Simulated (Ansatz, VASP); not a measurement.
# SrVO3 in VASP and in Ansatz

```xyz
5
Lattice="3.8409 0.0000 0.0000 0.0000 3.8409 0.0000 0.0000 0.0000 3.8409" Properties=species:S:1:pos:R:3 pbc="T T T"
Sr    1.9204    1.9204    1.9204
V     0.0000    0.0000    0.0000
O     0.0000    0.0000    1.9204
O     0.0000    1.9204    0.0000
O     1.9204    0.0000    0.0000
```

Alike in both runs: functional BLYP; k mesh 7 × 7 × 7; occupations fermi-dirac, width 0.05 eV; collinear spin.

|  | VASP | Ansatz |
| --- | --- | --- |
| version | VASP 6.6.1 | Ansatz 0.2.0 |
| potentials or method | VASP PAW PBE potentials, release 64 (Sr_sv, V_sv, O) | Ansatz PAW |
| plane-wave cutoff (eV) | 520 | 420 |
| valence electrons in the cell | 41 | 41 |
| task | single point | band structure |

```csv
,VASP,Ansatz,Ansatz less VASP
gap on the k mesh at the Fermi level (eV),none,none,-
pressure (GPa),9.3,8.4,-0.98
net moment per atom (μB),0.00,0.00,0.000
```

VASP's potentials were made for PBE, not for BLYP. A gap of «none» marks a metal or a gap that the smearing closes.
